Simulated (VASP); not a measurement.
# CdS (F-43m) in VASP: notebook

CdS is run at these levels: PBE, RPBE; tasks: single point.

Everything below comes from runs of VASP 6.6.1. Logs are shortened: lines on timing, memory, paths and dates and some standing lists are left out, and cuts for length are marked.

## (1) The cell of the first run

It takes space group F-43m (No. 216, cubic). The conventional cell has a = 5.966 Å, b = 5.966 Å, c = 5.966 Å, α = 90.00°, β = 90.00°, γ = 90.00°. Cd (site symmetry -43m) has 4 S at 2.58 Å within 3.4 Å. S (site symmetry -43m) has 4 Cd at 2.58 Å within 3.4 Å.

## (2) Single point, PBE (volume scaled by 1.020)

Input file INCAR:

```
  ALGO = Normal
  EDIFF = 1E-6
  ENCUT = 520
  GGA = PE
  ISIF = 2
  ISMEAR = 0
  LASPH = T
  LCHARG = F
  LREAL = F
  LWAVE = F
  NBANDS = 16
  NELM = 60
  PREC = Accurate
  SIGMA = 0.05
```

Input file KPOINTS:

```
k-points
0
Gamma
  10 10 10
```

Input file POSCAR:

```
CdS
1.0
    0.0000000000      2.9829794585      2.9829794585
    2.9829794585      0.0000000000      2.9829794585
    2.9829794585      2.9829794585      0.0000000000
Cd S
1 1
Direct
    0.0000000000      0.0000000000      0.0000000000
    0.7500000000      0.7500000000      0.7500000000
```

Potentials or basis: VASP PAW PBE potentials, release 64 (Cd, S).

The run is started by

```sh
$ cat potpaw_PBE.64/Cd/POTCAR potpaw_PBE.64/S/POTCAR > POTCAR
$ mpirun -np 1 vasp_std > vasp.out
```

OUTCAR:

```text
EDIFF = 1E-6
   ENCUT = 520
   GGA = PE
   ISIF = 2
   ISMEAR = 0
   LASPH = T
   LREAL = F
   NELM = 60
   PREC = Accurate

 ion  position               nearest neighbor table
   1  0.000  0.000  0.000-   2 2.58   2 2.58   2 2.58   2 2.58
   2  0.750  0.750  0.750-   1 2.58   1 2.58   1 2.58   1 2.58

  LATTYP: Found a face centered cubic cell.
 ALAT       =     5.9659589170

  Lattice vectors:

 A1 = (   0.0000000000,   2.9829794585,   2.9829794585)
 A2 = (   2.9829794585,   0.0000000000,   2.9829794585)
 A3 = (   2.9829794585,   2.9829794585,   0.0000000000)

Analysis of symmetry for initial positions (statically):
=====================================================================
 Subroutine PRICEL returns:
 Original cell was already a primitive cell.

 Routine SETGRP: Setting up the symmetry group for a
 face centered cubic supercell.

 Subroutine GETGRP returns: Found 24 space group operations
 (whereof 24 operations were pure point group operations)
 out of a pool of 48 trial point group operations.

The static configuration has the point symmetry T_d .

Analysis of symmetry for dynamics (positions and initial velocities):
=====================================================================
 Subroutine PRICEL returns:
 Original cell was already a primitive cell.

 Routine SETGRP: Setting up the symmetry group for a
 face centered cubic supercell.

 Subroutine GETGRP returns: Found 24 space group operations
 (whereof 24 operations were pure point group operations)
 out of a pool of 48 trial point group operations.

The dynamic configuration has the point symmetry T_d .

 Subroutine INISYM returns: Found 24 space group operations
 (whereof 24 operations are pure point group operations),
 and found     1 'primitive' translations

----------------------------------------------------------------------------------------

                                     Primitive cell

  volume of cell :      53.0861

  direct lattice vectors                    reciprocal lattice vectors
     0.000000000  2.982979459  2.982979459    -0.167617648  0.167617648  0.167617648
     2.982979459  0.000000000  2.982979459     0.167617648 -0.167617648  0.167617648
     2.982979459  2.982979459  0.000000000     0.167617648  0.167617648 -0.167617648

  length of vectors
     4.218570006  4.218570006  4.218570006     0.290322282  0.290322282  0.290322282

  position of ions in fractional coordinates (direct lattice)
     0.000000000  0.000000000  0.000000000
     0.750000000  0.750000000  0.750000000

  ion indices of the primitive-cell ions
   primitive index   ion index
                 1           1
                 2           2

----------------------------------------------------------------------------------------

 KPOINTS: k-points

Automatic generation of k-mesh.
 Grid dimensions read from file:
 generate k-points for:   10   10   10

 Generating k-lattice:

  Cartesian coordinates                     Fractional coordinates (reciprocal lattice)
    -0.016761765  0.016761765  0.016761765     0.100000000  0.000000000  0.000000000
     0.016761765 -0.016761765  0.016761765     0.000000000  0.100000000  0.000000000
     0.016761765  0.016761765 -0.016761765     0.000000000  0.000000000  0.100000000

  Length of vectors
     0.029032228  0.029032228  0.029032228

  Shift w.r.t. Gamma in fractional coordinates (k-lattice)
     0.000000000  0.000000000  0.000000000

 Subroutine IBZKPT returns following result:
 ===========================================

 Found     47 irreducible k-points:

 Following reciprocal coordinates:
            Coordinates               Weight
  0.000000  0.000000  0.000000      1.000000
  0.100000  0.000000  0.000000      8.000000
  0.200000  0.000000  0.000000      8.000000
  0.300000  0.000000  0.000000      8.000000
  0.400000  0.000000  0.000000      8.000000
  0.500000  0.000000  0.000000      4.000000
[... 16 lines left out ...]
  0.300000  0.300000  0.000000      6.000000
  0.400000  0.300000  0.000000     24.000000
 [... further k-points ...]
   k-points           NKPTS =     47   k-points in BZ     NKDIM =     47   number of bands    NBANDS=     16
   number of dos      NEDOS =    301   number of ions     NIONS =      2
   total plane-waves  NPLWV =  32768
   dimension x,y,z NGX =    32 NGY =   32 NGZ =   32
   dimension x,y,z NGXF=    64 NGYF=   64 NGZF=   64
   ions per type =               1   1
   NGX,Y,Z   is equivalent  to a cutoff of  12.61, 12.61, 12.61 a.u.
   NGXF,Y,Z  is equivalent  to a cutoff of  25.22, 25.22, 25.22 a.u.
 SYSTEM =  unknown system
   PREC   = accura    normal or accurate (medium, high low for compatibility)
   ISTART =      0    job   : 0-new  1-cont  2-samecut
   ICHARG =      2    charge: 1-file 2-atom 10-const
   ISPIN  =      1    spin polarized calculation?
   LNONCOLLINEAR =      F non collinear calculations
   LSORBIT =      F    spin-orbit coupling
   LASPH  =      T    aspherical Exc in radial PAW
   ENCUT  =  520.0 eV  38.22 Ry    6.18 a.u.   7.84  7.84  7.84*2*pi/ulx,y,z
   NELM   =     60;   NELMIN=  2; NELMDL= -5     # of ELM steps
   EDIFF  = 0.1E-05   stopping-criterion for ELM
   LREAL  =      F    real-space projection
   EDIFFG = 0.1E-04   stopping-criterion for IOM
   NSW    =      0    number of steps for IOM
   IBRION =     -1    ionic relax: 0-MD 1-quasi-New 2-CG
   NFREE  =      0    steps in history (QN), initial steepest desc. (CG)
   ISIF   =      2    stress and relaxation
   ISYM   =      2    0-nonsym 1-usesym 2-fastsym
   POTIM  = 0.5000    time-step for ionic-motion
   TEBEG  =    0.0;   TEEND  =   0.0 temperature during run
   PSTRESS=    0.0 pullay stress
   NELECT =      18.0000    total number of electrons
   NUPDOWN=      -1.0000    fix difference up-down
   EMIN   =  10.00;   EMAX   =-10.00  energy-range for DOS
   EFERMI =   0.00;   METHOD = LEGACY
   ISMEAR =     0;   SIGMA  =   0.05  broadening in eV -4-tet -1-fermi 0-gaus
   EFERMI_NEDOS =   21; number of points for ismear=-14 and -15
   IALGO  =     38    algorithm
   IMIX   =      4    mixing-type and parameters
     AMIX     =   0.40;   BMIX     =  1.00
     AMIX_MAG =   1.60;   BMIX_MAG =  1.00
  volume/ion in A,a.u.               =      26.54       179.12
  Fermi-wavevector in a.u.,A,eV,Ry     =   1.141578  2.157269 17.731102  1.303199
  Thomas-Fermi vector in A             =   2.278277
   LORBIT       =      0    0 simple, 1 ext, 2 COOP (PROOUT), +10 PAW based schemes
   GGA     = PE    functional components
   LHFCALC =     F    Hartree Fock is set to
   AEXX    =    0.0000 exact exchange contribution
   IVDW    =     0    specifies the selected vdW correction
   LEPSILON=     F    determine dielectric tensor
   LRPA    =     F    only Hartree local field effects (RPA)
 non-spin polarized calculation
 Gauss-broadening in eV      SIGMA  =   0.05
  energy-cutoff  :      520.00
  volume of cell :       53.09
 maximum number of plane-waves:      1459
   NGX = 15   NGY = 15   NGZ = 15

 number of electron      17.9999996 magnetization

 Free energy of the ion-electron system (eV)
  ---------------------------------------------------
  ext. energy  EPLUGINS =         0.00000000
  ---------------------------------------------------
  free energy    TOTEN  =        -6.14604417 eV

  energy without entropy =       -6.14604417  energy(sigma->0) =       -6.14604417

 E-fermi :   0.9900     XC(G=0):  -8.8373

 val. band max:        0.7600440123   @ k =   0.0000   0.0000   0.0000
 cond. band min:       1.7585599885   @ k =   0.0000   0.0000   0.0000
 fundamental gap:      0.9985159762
 Fermi energy:         0.9899780782

 k-point     1 :       0.0000    0.0000    0.0000
  band No.  band energies     occupation
      1     -11.2188      2.00000
      2      -6.7498      2.00000
      3      -6.7498      2.00000
      4      -6.7498      2.00000
      5      -6.3568      2.00000
      6      -6.3568      2.00000
[... 8 lines left out ...]
     15      12.1327      0.00000
     16      12.1327      0.00000

 k-point     2 :       0.1000    0.0000    0.0000
  band No.  band energies     occupation
      1     -11.1840      2.00000
      2      -6.7375      2.00000
      3      -6.7375      2.00000
      4      -6.7179      2.00000
      5      -6.3574      2.00000
      6      -6.3574      2.00000
[... 8 lines left out ...]
     15      11.7004      0.00000
     16      12.3341      0.00000

 k-point     3 :       0.2000    0.0000    0.0000
  band No.  band energies     occupation
      1     -11.0927      2.00000
      2      -6.7073      2.00000
      3      -6.7073      2.00000
      4      -6.6120      2.00000
      5      -6.3562      2.00000
      6      -6.3562      2.00000
[... 8 lines left out ...]
     15      11.3057      0.00000
     16      12.1999      0.00000

 k-point     4 :       0.3000    0.0000    0.0000
  band No.  band energies     occupation
      1     -10.9797      2.00000
      2      -6.6756      2.00000
      3      -6.6756      2.00000
      4      -6.4171      2.00000
      5      -6.3475      2.00000
      6      -6.3475      2.00000
[... 8 lines left out ...]
     15      11.5352      0.00000
     16      11.7030      0.00000
[... 324 lines left out ...]
 k-point    22 :      -0.2000    0.2000    0.0000
  band No.  band energies     occupation
      1     -10.9418      2.00000
      2      -6.6555      2.00000
      3      -6.6427      2.00000
      4      -6.4204      2.00000
      5      -6.3718      2.00000
      6      -6.2855      2.00000
[... 8 lines left out ...]
     15      12.5509      0.00000
     16      14.0828      0.00000

 k-point    23 :       0.3000    0.3000    0.0000
  band No.  band energies     occupation
      1     -10.9031      2.00000
      2      -6.5725      2.00000
      3      -6.5725      2.00000
      4      -6.5508      2.00000
      5      -6.3110      2.00000
      6      -6.3105      2.00000
[... 8 lines left out ...]
     15      12.6887      0.00000
     16      15.5414      0.00000

 k-point    24 :       0.4000    0.3000    0.0000
  band No.  band energies     occupation
      1     -10.8327      2.00000
      2      -6.5716      2.00000
      3      -6.5370      2.00000
      4      -6.4975      2.00000
      5      -6.3029      2.00000
      6      -6.1784      2.00000
[... 8 lines left out ...]
     15      13.0143      0.00000
     16      14.9251      0.00000

 [... further k-points ...]

------------------------ aborting loop because EDIFF is reached ----------------------------------------

  FORCE on cell =-STRESS in cart. coord.  units (eV):
  Direction    XX          YY          ZZ          XY          YZ          ZX
  --------------------------------------------------------------------------------------
  -------------------------------------------------------------------------------------
  Total       -0.2501298     -0.2501298     -0.2501298      0.0000000      0.0000000      0.0000000
  in kB       -7.5491013     -7.5491013     -7.5491013      0.0000000      0.0000000      0.0000000
  external PRESSURE =      -7.5491013 kB  Pullay stress =       0.0000000 kB

 VOLUME and BASIS-vectors are now :
 -----------------------------------------------------------------------------
  energy-cutoff  :      520.00
  volume of cell :       53.09
      direct lattice vectors                 reciprocal lattice vectors
     0.000000000  2.982979459  2.982979459    -0.167617648  0.167617648  0.167617648
     2.982979459  0.000000000  2.982979459     0.167617648 -0.167617648  0.167617648
     2.982979459  2.982979459  0.000000000     0.167617648  0.167617648 -0.167617648

 POSITION                                       TOTAL-FORCE (eV/Angst)
 -----------------------------------------------------------------------------------
      0.00000      0.00000      0.00000         0.000000      0.000000      0.000000
      4.47447      4.47447      4.47447        -0.000000     -0.000000     -0.000000
 -----------------------------------------------------------------------------------
    total drift:                                0.000000      0.000000      0.000000

  FREE ENERGIE OF THE ION-ELECTRON SYSTEM (eV)
  ---------------------------------------------------
  free  energy   TOTEN  =        -6.1460441665 eV

  energy  without entropy=       -6.1460441665  energy(sigma->0) =       -6.14604417
```

Run time: 27 s. Hardware: 1 thread of Intel Xeon 6975P-C, shared host; peak memory 0.19 GiB.

Results:

```
Free energy            : -6.1460 eV
Pressure               : -0.8 GPa
Band gap on the k mesh : 1.00 eV, direct
```

Levels at points of the mesh, in eV from the valence-band top:
| k point | band 5 | band 6 | band 7 | band 8 | band 9 | band 10 | band 11 | band 12 | band 13 | band 14 |
| --- | --- | --- | --- | --- | --- | --- | --- | --- | --- | --- |
| (0.00, 0.00, 0.00) | -7.12 | -7.12 | 0.00 | 0.00 | 0.00 | 1.00 | 6.55 | 6.55 | 6.55 | 11.07 |
| (0.50, 0.00, 0.00) | -7.09 | -6.79 | -4.01 | -0.66 | -0.66 | 2.90 | 7.00 | 7.00 | 7.27 | 10.88 |
| (0.50, 0.50, 0.00) | -7.05 | -6.73 | -3.66 | -1.66 | -1.66 | 3.66 | 4.25 | 8.96 | 10.37 | 10.37 |

Caveat: the cell differs from its parent crystal (volume scaled by 1.020).

## (3) Single point, PBE (volume scaled by 1.040)

Input file INCAR:

```
SYSTEM = CdS
PREC     = Accurate       ! precision mode
ENCUT    = 520            ! plane-wave cutoff, eV
EDIFF    = 1E-6           ! SCF threshold, eV
ISMEAR   = 0              ! smearing method
SIGMA    = 0.05           ! smearing width, eV
LREAL    = .False.        ! projectors in reciprocal space
LASPH    = .True.         ! aspherical terms in the spheres
NELM     = 60             ! most SCF steps
ALGO     = Normal         ! electronic algorithm
ISIF     = 2              ! what is computed and relaxed
LWAVE    = .False.        ! write WAVECAR
LCHARG   = .False.        ! write CHGCAR
GGA      = PE             ! functional
NBANDS   = 16             ! bands
```

Input file KPOINTS:

```
regular mesh
0
Gamma
  10 10 10
  0 0 0
```

Input file POSCAR:

```
CdS
1.0
    0.0000000000      3.0023499978      3.0023499978
    3.0023499978      0.0000000000      3.0023499978
    3.0023499978      3.0023499978      0.0000000000
Cd S
1 1
Direct
    0.0000000000      0.0000000000      0.0000000000
    0.7500000000      0.7500000000      0.7500000000
```

Potentials or basis: VASP PAW PBE potentials, release 64 (Cd, S).

The run is started by

```sh
$ cat potpaw_PBE.64/Cd/POTCAR potpaw_PBE.64/S/POTCAR > POTCAR
$ mpirun -np 1 vasp_std > vasp.out
```

Wall time 31 s (1 thread of Intel Xeon 6975P-C, shared host); peak memory 0.2 GiB.

The run converged. Its results:

| Property | Result |
| --- | --- |
| Free energy | -6.1383 eV |
| Pressure | -1.7 GPa |
| Band gap on the k mesh | 0.95 eV, direct |

Levels at points of the mesh, in eV from the valence-band top:
| k point | band 5 | band 6 | band 7 | band 8 | band 9 | band 10 | band 11 | band 12 | band 13 | band 14 |
| --- | --- | --- | --- | --- | --- | --- | --- | --- | --- | --- |
| (0.00, 0.00, 0.00) | -7.09 | -7.09 | 0.00 | 0.00 | 0.00 | 0.95 | 6.54 | 6.54 | 6.54 | 10.96 |
| (0.50, 0.00, 0.00) | -7.06 | -6.78 | -3.90 | -0.63 | -0.63 | 2.87 | 6.99 | 6.99 | 7.20 | 10.82 |
| (0.50, 0.50, 0.00) | -7.02 | -6.72 | -3.58 | -1.60 | -1.60 | 3.69 | 4.21 | 8.88 | 10.26 | 10.26 |

Caveat: the cell differs from its parent crystal (volume scaled by 1.040).

## (4) Single point, PBE

This run uses another cell than the first one, of 26.02 Å³/atom, 0.980 times its volume.

Input file INCAR:

```
SYSTEM = CdS
ALGO = Normal
EDIFF = 1E-6
ENCUT = 520
GGA = PE
ISIF = 2
ISMEAR = 0
LASPH = .True.
LCHARG = .False.
LREAL = .False.
LWAVE = .False.
NBANDS = 16
NELM = 80
PREC = Accurate
SIGMA = 0.05
```

Input file KPOINTS:

```
k-points
0
Gamma
  15 15 15
  0 0 0
```

Input file POSCAR:

```
CdS
1.0
    0.0000000000      2.9633540255      2.9633540255
    2.9633540255      0.0000000000      2.9633540255
    2.9633540255      2.9633540255      0.0000000000
Cd S
1 1
Direct
    0.0000000000      0.0000000000      0.0000000000
    0.7500000000      0.7500000000      0.7500000000
```

Potentials or basis: VASP PAW PBE potentials, release 64 (Cd, S).

The run is started by

```sh
$ cat potpaw_PBE.64/Cd/POTCAR potpaw_PBE.64/S/POTCAR > POTCAR
$ mpirun -np 1 vasp_std > vasp.out
```

OUTCAR:

```text
SYSTEM = CdS
   EDIFF = 1E-6
   ENCUT = 520
   GGA = PE
   ISIF = 2
   ISMEAR = 0
   LASPH = .True.
   LREAL = .False.
   NELM = 80
   PREC = Accurate

 ion  position               nearest neighbor table
   1  0.000  0.000  0.000-   2 2.57   2 2.57   2 2.57   2 2.57
   2  0.750  0.750  0.750-   1 2.57   1 2.57   1 2.57   1 2.57

  LATTYP: Found a face centered cubic cell.
 ALAT       =     5.9267080510

  Lattice vectors:

 A1 = (   0.0000000000,   2.9633540255,   2.9633540255)
 A2 = (   2.9633540255,   0.0000000000,   2.9633540255)
 A3 = (   2.9633540255,   2.9633540255,   0.0000000000)

Analysis of symmetry for initial positions (statically):
=====================================================================
 Subroutine PRICEL returns:
 Original cell was already a primitive cell.

 Routine SETGRP: Setting up the symmetry group for a
 face centered cubic supercell.

 Subroutine GETGRP returns: Found 24 space group operations
 (whereof 24 operations were pure point group operations)
 out of a pool of 48 trial point group operations.

The static configuration has the point symmetry T_d .

Analysis of symmetry for dynamics (positions and initial velocities):
[... 162 lines left out ...]
 cond. band min:       1.9600037078   @ k =   0.0000   0.0000   0.0000
 fundamental gap:      1.0432837151
 Fermi energy:         1.1527076287

 k-point     1 :       0.0000    0.0000    0.0000
  band No.  band energies     occupation
      1     -11.1714      2.00000
      2      -6.6511      2.00000
      3      -6.6511      2.00000
      4      -6.6511      2.00000
      5      -6.2338      2.00000
      6      -6.2338      2.00000
[... 433 lines left out ...]
      3      -6.5828      2.00000
      4      -6.5460      2.00000
      5      -6.2527      2.00000
      6      -6.2156      2.00000
[... 8 lines left out ...]
     15      12.3926      0.00000
     16      13.8227      0.00000

 [... further k-points ...]

------------------------ aborting loop because EDIFF is reached ----------------------------------------

  FORCE on cell =-STRESS in cart. coord.  units (eV):
  Direction    XX          YY          ZZ          XY          YZ          ZX
  --------------------------------------------------------------------------------------
  -------------------------------------------------------------------------------------
  Total        0.0913423      0.0913423      0.0913423     -0.0000000      0.0000000      0.0000000
  in kB        2.8119139      2.8119139      2.8119139     -0.0000000      0.0000000      0.0000000
  external PRESSURE =       2.8119139 kB  Pullay stress =       0.0000000 kB

 VOLUME and BASIS-vectors are now :
 -----------------------------------------------------------------------------
  energy-cutoff  :      520.00
  volume of cell :       52.05
      direct lattice vectors                 reciprocal lattice vectors
     0.000000000  2.963354026  2.963354026    -0.168727731  0.168727731  0.168727731
     2.963354026  0.000000000  2.963354026     0.168727731 -0.168727731  0.168727731
     2.963354026  2.963354026  0.000000000     0.168727731  0.168727731 -0.168727731

 POSITION                                       TOTAL-FORCE (eV/Angst)
 -----------------------------------------------------------------------------------
      0.00000      0.00000      0.00000        -0.000000     -0.000000     -0.000000
      4.44503      4.44503      4.44503         0.000000      0.000000      0.000000
 -----------------------------------------------------------------------------------
    total drift:                                0.000000      0.000000      0.000000

  FREE ENERGIE OF THE ION-ELECTRON SYSTEM (eV)
  ---------------------------------------------------
  free  energy   TOTEN  =        -6.1475064978 eV

  energy  without entropy=       -6.1475064978  energy(sigma->0) =       -6.14750650
```

stdout:

```text
POSCAR found type information on POSCAR CdS
 POSCAR found :  2 types and       2 ions
 scaLAPACK will be used
 LDA part: xc-table for (Slater+PW92), standard interpolation
 POSCAR, INCAR and KPOINTS ok, starting setup
 FFT: planning ... GRIDC
 FFT: planning ... GRID_SOFT
 FFT: planning ... GRID
 WAVECAR not read
 entering main loop
```

Wall time 61 s (1 thread of Intel Xeon 6975P-C, shared host); peak memory 0.24 GiB.

Results:

| Property | Result |
| --- | --- |
| Free energy | -6.1475 eV |
| Pressure | 0.3 GPa |
| Band gap on the k mesh | 1.04 eV, direct |

Levels at points of the mesh, in eV from the valence-band top:
```tsv
k point	band 7	band 8	band 9	band 10	band 11	band 12
(0.00, 0.00, 0.00)	0.00	0.00	0.00	1.04	6.55	6.55
```

(Part 1 of 2 ends here.)
